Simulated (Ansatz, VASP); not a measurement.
Ag in VASP and in Ansatz

```
Ag
1.0
     2.96755   -1.76974    0.00000
     2.96755    1.76974    0.00000
    -1.65752    0.00000    7.68327
Ag
4
Direct
  0.05040 0.05040 0.09960
  0.94960 0.94960 0.90040
  0.50500 0.50500 0.60000
  0.49500 0.49500 0.40000
```

Alike in both runs: task relaxation of cell and atoms; functional PBE; k mesh 6 × 6 × 2; occupations gaussian, width 0.1 eV; no spin polarisation.

```csv
,VASP,Ansatz
version,VASP 6.6.1,Ansatz 0.2.0
potentials or method,"VASP PAW PBE potentials, release 64 (Ag), cutoff 600 eV","scalar-relativistic, plane waves, PAW"
valence electrons in the cell,44,76
```

Ansatz gave:

```
gap on the k mesh at the Fermi level, each at its own relaxed structure (eV) : none
relaxed volume (Å³/atom)                                                     : 17.98
relaxed cell length with the largest relative difference (Å)                 : 2.930
```

Q: What did VASP give for the same quantities?

A: gap on the k mesh at the Fermi level, each at its own relaxed structure (eV): none; relaxed volume (Å³/atom): 17.89; relaxed cell length with the largest relative difference (Å): 2.953.

A gap of «none» marks a metal or a gap that the smearing closes. VASP's potentials hold 44 valence electrons a cell and Ansatz's 76, so a difference there can come from the potentials and not from the codes.

The k mesh is coarse, so the values compare programs but aren't converged.
